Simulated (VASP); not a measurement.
# BiSbP2 (P6/mmm) in VASP: a series of runs

The runs below take BiSbP2 through single point, with PBE.

Everything below comes from runs of VASP 6.6.1. Logs are shortened: lines on timing, memory, paths and dates and some standing lists are left out, and cuts for length are marked.

## Step 1: The cell of the first run

Symmetry: P6/mmm, No. 191, hexagonal system. The conventional cell has a = 3.142 Å, b = 3.142 Å, c = 11.347 Å, α = 90.00°, β = 90.00°, γ = 120.00°. Sb (site symmetry 6/mmm) has 2 P at 2.77 Å and 6 Sb at 3.14 Å within 3.6 Å. Bi (site symmetry 6/mmm) has 2 P at 2.91 Å and 6 Bi at 3.14 Å within 3.8 Å. P (site symmetry 6mm) has 1 Sb at 2.77 Å and 1 Bi at 2.91 Å and 6 P at 3.14 Å within 3.6 Å.

The cell was generated, and may not be a known phase.

## Step 2: Single point, PBE

File INCAR:

```
ALGO = Normal ; EDIFF = 1E-7
ENCUT = 520 ; GGA = PE
ISIF = 2 ; ISMEAR = 0
LASPH = T ; LCHARG = F
LREAL = F ; LWAVE = F
NBANDS = 23 ; NELM = 60
PREC = Accurate ; SIGMA = 0.1
```

File KPOINTS:

```
k-points
0
Gamma
  6 6 2
```

File POSCAR:

```
BiSbP2
1.0
    3.1415975945      0.0000000000      0.0000000000
   -1.5707987973      2.7207033253      0.0000000000
    0.0000000000      0.0000000000     11.3465681583
Sb Bi P
1 1 2
Direct
    0.0000000000      0.0000000000      0.5000000000
    0.0000000000      0.0000000000      0.0000000000
    0.0000000000      0.0000000000      0.2560437338
    0.0000000000      0.0000000000      0.7439562662
```

Potentials or basis: VASP PAW PBE potentials, release 64 (Sb, Bi_d, P).

Started as:

```sh
$ cat potpaw_PBE.64/Sb/POTCAR potpaw_PBE.64/Bi_d/POTCAR potpaw_PBE.64/P/POTCAR > POTCAR
$ mpirun -np 1 vasp_std > vasp.out
```

OUTCAR:

```text
EDIFF = 1E-7
   ENCUT = 520
   GGA = PE
   ISIF = 2
   ISMEAR = 0
   LASPH = T
   LREAL = F
   NELM = 60
   PREC = Accurate

 ion  position               nearest neighbor table
   1  0.000  0.000  0.500-   3 2.77   4 2.77
   2  0.000  0.000  0.000-   3 2.91   4 2.91
   3  0.000  0.000  0.256-   1 2.77   2 2.91
   4  0.000  0.000  0.744-   1 2.77   2 2.91

  LATTYP: Found a hexagonal cell.
 ALAT       =     3.1415975945
 C/A-ratio  =     3.6117191387

  Lattice vectors:

 A1 = (   3.1415975945,   0.0000000000,   0.0000000000)
 A2 = (  -1.5707987973,   2.7207033253,   0.0000000000)
 A3 = (   0.0000000000,   0.0000000000,  11.3465681583)

Analysis of symmetry for initial positions (statically):
=====================================================================
 Subroutine PRICEL returns:
 Original cell was already a primitive cell.

 Routine SETGRP: Setting up the symmetry group for a
 hexagonal supercell.

 Subroutine GETGRP returns: Found 24 space group operations
 (whereof 24 operations were pure point group operations)
 out of a pool of 24 trial point group operations.

The static configuration has the point symmetry D_6h.

Analysis of symmetry for dynamics (positions and initial velocities):
=====================================================================
 Subroutine PRICEL returns:
 Original cell was already a primitive cell.

 Routine SETGRP: Setting up the symmetry group for a
 hexagonal supercell.

 Subroutine GETGRP returns: Found 24 space group operations
 (whereof 24 operations were pure point group operations)
 out of a pool of 24 trial point group operations.

The dynamic configuration has the point symmetry D_6h.

 Subroutine INISYM returns: Found 24 space group operations
 (whereof 24 operations are pure point group operations),
 and found     1 'primitive' translations

----------------------------------------------------------------------------------------

                                     Primitive cell

  volume of cell :      96.9831

  direct lattice vectors                    reciprocal lattice vectors
     3.141597594  0.000000000  0.000000000     0.318309386  0.183776009  0.000000000
    -1.570798797  2.720703325  0.000000000     0.000000000  0.367552019  0.000000000
     0.000000000  0.000000000 11.346568158     0.000000000  0.000000000  0.088132375

  length of vectors
     3.141597594  3.141597595 11.346568158     0.367552019  0.367552019  0.088132375

  position of ions in fractional coordinates (direct lattice)
     0.000000000  0.000000000  0.500000000
     0.000000000  0.000000000  0.000000000
     0.000000000  0.000000000  0.256043734
     0.000000000  0.000000000  0.743956266

  ion indices of the primitive-cell ions
   primitive index   ion index
                 1           1
                 2           2
                 3           3
                 4           4

----------------------------------------------------------------------------------------

 KPOINTS: k-points

Automatic generation of k-mesh.
 Grid dimensions read from file:
 generate k-points for:    6    6    2

 Generating k-lattice:

  Cartesian coordinates                     Fractional coordinates (reciprocal lattice)
     0.053051564  0.030629335  0.000000000     0.166666667  0.000000000  0.000000000
     0.000000000  0.061258670  0.000000000     0.000000000  0.166666667  0.000000000
     0.000000000  0.000000000  0.044066188     0.000000000  0.000000000  0.500000000

  Length of vectors
     0.061258670  0.061258670  0.044066188

  Shift w.r.t. Gamma in fractional coordinates (k-lattice)
     0.000000000  0.000000000  0.000000000

 Subroutine IBZKPT returns following result:
 ===========================================

 Found     14 irreducible k-points:

 Following reciprocal coordinates:
            Coordinates               Weight
  0.000000  0.000000  0.000000      1.000000
  0.166667  0.000000  0.000000      6.000000
  0.333333  0.000000  0.000000      6.000000
  0.500000  0.000000  0.000000      3.000000
  0.166667  0.166667  0.000000      6.000000
  0.333333  0.166667  0.000000     12.000000
  0.333333  0.333333  0.000000      2.000000
  0.000000  0.000000  0.500000      1.000000
  0.166667  0.000000  0.500000      6.000000
  0.333333  0.000000  0.500000      6.000000
  0.500000  0.000000  0.500000      3.000000
  0.166667  0.166667  0.500000      6.000000
  0.333333  0.166667  0.500000     12.000000
  0.333333  0.333333  0.500000      2.000000
   k-points           NKPTS =     14   k-points in BZ     NKDIM =     14   number of bands    NBANDS=     23
   number of dos      NEDOS =    301   number of ions     NIONS =      4
   total plane-waves  NPLWV =  48384
   dimension x,y,z NGX =    24 NGY =   24 NGZ =   84
   dimension x,y,z NGXF=    48 NGYF=   48 NGZF=  168
   ions per type =               1   1   2
   NGX,Y,Z   is equivalent  to a cutoff of  12.70, 12.70, 12.31 a.u.
   NGXF,Y,Z  is equivalent  to a cutoff of  25.40, 25.40, 24.61 a.u.
 SYSTEM =  unknown system
   PREC   = accura    normal or accurate (medium, high low for compatibility)
   ISTART =      0    job   : 0-new  1-cont  2-samecut
   ICHARG =      2    charge: 1-file 2-atom 10-const
   ISPIN  =      1    spin polarized calculation?
   LNONCOLLINEAR =      F non collinear calculations
   LSORBIT =      F    spin-orbit coupling
   LASPH  =      T    aspherical Exc in radial PAW
   ENCUT  =  520.0 eV  38.22 Ry    6.18 a.u.   5.84  5.84 21.10*2*pi/ulx,y,z
   NELM   =     60;   NELMIN=  2; NELMDL= -5     # of ELM steps
   EDIFF  = 0.1E-06   stopping-criterion for ELM
   LREAL  =      F    real-space projection
   EDIFFG = 0.1E-05   stopping-criterion for IOM
   NSW    =      0    number of steps for IOM
   IBRION =     -1    ionic relax: 0-MD 1-quasi-New 2-CG
   NFREE  =      0    steps in history (QN), initial steepest desc. (CG)
   ISIF   =      2    stress and relaxation
   ISYM   =      2    0-nonsym 1-usesym 2-fastsym
   POTIM  = 0.5000    time-step for ionic-motion
   TEBEG  =    0.0;   TEEND  =   0.0 temperature during run
   PSTRESS=    0.0 pullay stress
   NELECT =      30.0000    total number of electrons
   NUPDOWN=      -1.0000    fix difference up-down
   EMIN   =  10.00;   EMAX   =-10.00  energy-range for DOS
   EFERMI =   0.00;   METHOD = LEGACY
   ISMEAR =     0;   SIGMA  =   0.10  broadening in eV -4-tet -1-fermi 0-gaus
   EFERMI_NEDOS =   21; number of points for ismear=-14 and -15
   IALGO  =     38    algorithm
   IMIX   =      4    mixing-type and parameters
     AMIX     =   0.40;   BMIX     =  1.00
     AMIX_MAG =   1.60;   BMIX_MAG =  1.00
  volume/ion in A,a.u.               =      24.25       163.62
  Fermi-wavevector in a.u.,A,eV,Ry     =   1.107176  2.092258 16.678535  1.225838
  Thomas-Fermi vector in A             =   2.243686
   LORBIT       =      0    0 simple, 1 ext, 2 COOP (PROOUT), +10 PAW based schemes
   GGA     = PE    functional components
   LHFCALC =     F    Hartree Fock is set to
   AEXX    =    0.0000 exact exchange contribution
   IVDW    =     0    specifies the selected vdW correction
   LEPSILON=     F    determine dielectric tensor
   LRPA    =     F    only Hartree local field effects (RPA)
 non-spin polarized calculation
 Gauss-broadening in eV      SIGMA  =   0.10
  energy-cutoff  :      520.00
  volume of cell :       96.98
 maximum number of plane-waves:      2636
 NGX is ok and might be reduce to    24
   NGX = 11   NGY = 11   NGZ = 43

 number of electron      30.0000006 magnetization

 Free energy of the ion-electron system (eV)
  ---------------------------------------------------
  ext. energy  EPLUGINS =         0.00000000
  ---------------------------------------------------
  free energy    TOTEN  =       -16.19486172 eV

  energy without entropy =      -16.18673015  energy(sigma->0) =      -16.19079593

 E-fermi :   7.3798     XC(G=0): -10.1484

 val. band max:        7.2766169761   @ k =   0.1667   0.1667   0.0000
 cond. band min:       7.4194784602   @ k =   0.1667   0.1667   0.5000
 fundamental gap:      0.1428614841
 Fermi energy:         7.3798255460

 k-point     1 :       0.0000    0.0000    0.0000
  band No.  band energies     occupation
      1     -16.0146      2.00000
      2     -15.9965      2.00000
      3     -15.9965      2.00000
      4     -15.7175      2.00000
      5     -15.7175      2.00000
      6      -6.9077      2.00000
[... 15 lines left out ...]
     22      15.0535      0.00000
     23      15.9294      0.00000

 k-point     2 :       0.1667    0.0000    0.0000
  band No.  band energies     occupation
      1     -16.0364      2.00000
      2     -15.9285      2.00000
      3     -15.9025      2.00000
      4     -15.7671      2.00000
      5     -15.7289      2.00000
      6      -6.3478      2.00000
[... 15 lines left out ...]
     22      14.9654      0.00000
     23      15.8397      0.00000

 k-point     3 :       0.3333    0.0000    0.0000
  band No.  band energies     occupation
      1     -16.1095      2.00000
      2     -15.8640      2.00000
      3     -15.7695      2.00000
      4     -15.7516      2.00000
      5     -15.7096      2.00000
      6      -4.7421      2.00000
[... 15 lines left out ...]
     22      13.2424      0.00000
     23      13.4871      0.00000

 k-point     4 :       0.5000    0.0000    0.0000
  band No.  band energies     occupation
      1     -16.1463      2.00000
      2     -15.9114      2.00000
      3     -15.7629      2.00000
      4     -15.6930      2.00000
      5     -15.6104      2.00000
      6      -3.2747      2.00000
[... 15 lines left out ...]
     22      12.9787      0.00000
     23      13.3438      0.00000

 k-point     5 :       0.1667    0.1667    0.0000
  band No.  band energies     occupation
      1     -16.0126      2.00000
      2     -15.9176      2.00000
      3     -15.8308      2.00000
      4     -15.7553      2.00000
      5     -15.7294      2.00000
      6      -5.2548      2.00000
[... 15 lines left out ...]
     22      14.0665      0.00000
     23      15.9660      0.00000

 k-point     6 :       0.3333    0.1667    0.0000
  band No.  band energies     occupation
      1     -16.0329      2.00000
      2     -15.8866      2.00000
      3     -15.7882      2.00000
      4     -15.7661      2.00000
      5     -15.6566      2.00000
      6      -3.4799      2.00000
[... 15 lines left out ...]
     22      13.5036      0.00000
     23      14.1043      0.00000

 k-point     7 :       0.3333    0.3333    0.0000
  band No.  band energies     occupation
      1     -15.8523      2.00000
      2     -15.8523      2.00000
      3     -15.8274      2.00000
      4     -15.8274      2.00000
      5     -15.7387      2.00000
      6      -2.6887      2.00000
[... 15 lines left out ...]
     22      11.5938      0.00000
     23      14.2803      0.00000

 k-point     8 :       0.0000    0.0000    0.5000
  band No.  band energies     occupation
      1     -16.0147      2.00000
      2     -15.9965      2.00000
      3     -15.9965      2.00000
      4     -15.7175      2.00000
      5     -15.7175      2.00000
      6      -6.8863      2.00000
[... 15 lines left out ...]
     22      15.5714      0.00000
     23      15.9294      0.00000

 k-point     9 :       0.1667    0.0000    0.5000
  band No.  band energies     occupation
      1     -16.0364      2.00000
      2     -15.9285      2.00000
      3     -15.9025      2.00000
      4     -15.7671      2.00000
      5     -15.7289      2.00000
      6      -6.3235      2.00000
[... 15 lines left out ...]
     22      15.1552      0.00000
     23      15.5195      0.00000

 k-point    10 :       0.3333    0.0000    0.5000
  band No.  band energies     occupation
      1     -16.1095      2.00000
      2     -15.8640      2.00000
      3     -15.7695      2.00000
      4     -15.7516      2.00000
      5     -15.7096      2.00000
      6      -4.7023      2.00000
[... 15 lines left out ...]
     22      12.8164      0.00000
     23      13.2469      0.00000

 k-point    11 :       0.5000    0.0000    0.5000
  band No.  band energies     occupation
      1     -16.1462      2.00000
      2     -15.9114      2.00000
      3     -15.7629      2.00000
      4     -15.6930      2.00000
      5     -15.6104      2.00000
      6      -3.2016      2.00000
[... 15 lines left out ...]
     22      11.3374      0.00000
     23      11.6566      0.00000

 k-point    12 :       0.1667    0.1667    0.5000
  band No.  band energies     occupation
      1     -16.0126      2.00000
      2     -15.9176      2.00000
      3     -15.8308      2.00000
      4     -15.7553      2.00000
      5     -15.7294      2.00000
      6      -5.2217      2.00000
[... 15 lines left out ...]
     22      14.0841      0.00000
     23      14.5958      0.00000

 k-point    13 :       0.3333    0.1667    0.5000
  band No.  band energies     occupation
      1     -16.0329      2.00000
      2     -15.8866      2.00000
      3     -15.7882      2.00000
      4     -15.7661      2.00000
      5     -15.6566      2.00000
      6      -3.4172      2.00000
[... 15 lines left out ...]
     22      11.9879      0.00000
     23      12.2876      0.00000

 k-point    14 :       0.3333    0.3333    0.5000
  band No.  band energies     occupation
      1     -15.8523      2.00000
      2     -15.8523      2.00000
      3     -15.8274      2.00000
      4     -15.8274      2.00000
      5     -15.7387      2.00000
      6      -2.6110      2.00000
[... 15 lines left out ...]
     22      12.4924      0.00000
     23      12.4924      0.00000

------------------------ aborting loop because EDIFF is reached ----------------------------------------

  FORCE on cell =-STRESS in cart. coord.  units (eV):
  Direction    XX          YY          ZZ          XY          YZ          ZX
  --------------------------------------------------------------------------------------
  -------------------------------------------------------------------------------------
  Total       -0.0332703     -0.0332703     -0.2275827      0.0000000     -0.0000000      0.0000000
  in kB       -0.5496309     -0.5496309     -3.7597024      0.0000000     -0.0000000      0.0000000
  external PRESSURE =      -1.6196547 kB  Pullay stress =       0.0000000 kB

 VOLUME and BASIS-vectors are now :
 -----------------------------------------------------------------------------
  energy-cutoff  :      520.00
  volume of cell :       96.98
      direct lattice vectors                 reciprocal lattice vectors
     3.141597594  0.000000000  0.000000000     0.318309386  0.183776009  0.000000000
    -1.570798797  2.720703325  0.000000000     0.000000000  0.367552019  0.000000000
     0.000000000  0.000000000 11.346568158     0.000000000  0.000000000  0.088132375

 POSITION                                       TOTAL-FORCE (eV/Angst)
 -----------------------------------------------------------------------------------
      0.00000      0.00000      5.67328        -0.000000     -0.000000      0.000000
      0.00000      0.00000      0.00000        -0.000000     -0.000000      0.000000
      0.00000      0.00000      2.90522         0.000000      0.000000     -0.009253
      0.00000      0.00000      8.44135        -0.000000     -0.000000      0.009253
 -----------------------------------------------------------------------------------
    total drift:                                0.000000     -0.000000     -0.000000

  FREE ENERGIE OF THE ION-ELECTRON SYSTEM (eV)
  ---------------------------------------------------
  free  energy   TOTEN  =       -16.1948617158 eV

  energy  without entropy=      -16.1867301455  energy(sigma->0) =      -16.19079593
```

It took 69 s on 1 thread of Intel Xeon 8259CL, shared host; peak memory 0.22 GiB.

Results:

* Free energy: -16.1949 eV
* Pressure: -0.2 GPa
* Largest force: 0.009 eV/Å
* Band gap on the k mesh: zero (bands 15 and 16 overlap by 5.97 eV)

Forces in eV/Å, atoms in the order of the input:
```
Sb   0.000  0.000  0.000
Bi   0.000  0.000  0.000
P    0.000  0.000 -0.009
P    0.000  0.000  0.009
```

Caveat: the k points lie up to 0.38 Å⁻¹ apart, too coarse for converged energies and pressures of a metal; spin-orbit coupling is left out, which moves the levels of the heavy elements.

(Continued in part 2 of 2.)

The gap in the log of VASP goes by the Fermi energy; the results here count the filled bands.